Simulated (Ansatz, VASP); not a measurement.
One calculation of MnGa3, two programs

```
CELL_PARAMETERS angstrom
0.00000 3.24670 3.24670
3.24670 0.00000 3.24670
3.24670 3.24670 0.00000
ATOMIC_POSITIONS crystal
Ga 0.25000 0.25000 0.25000
Ga 0.75000 0.75000 0.75000
Ga 0.50000 0.50000 0.50000
Mn 0.00000 0.00000 0.00000
```

Alike in both runs: task single point; functional r2SCAN; k mesh 12 × 12 × 12; occupations gaussian, width 0.1 eV; no spin polarisation.

|  | VASP | Ansatz |
| --- | --- | --- |
| version | VASP 6.6.1 | Ansatz 0.2.0 |
| potentials or method | VASP PAW PBE potentials, release 64 (Ga_d, Mn_pv), cutoff 520 eV | scalar-relativistic, plane waves, PAW |
| valence electrons in the cell | 52 | 54 |

|  | VASP | Ansatz | Ansatz less VASP |
| --- | --- | --- | --- |
| gap on the k mesh at the Fermi level (eV) | none | none | - |
| pressure (GPa) | -12.9 | -12.9 | -0.04 |

VASP's potentials were made for PBE, not for r2SCAN. A gap of «none» marks a metal or a gap that the smearing closes. With one functional, cell and mesh, what is left measures potentials, basis and numerics. VASP's potentials hold 52 valence electrons a cell and Ansatz's 54, so a difference there can come from the potentials and not from the codes.
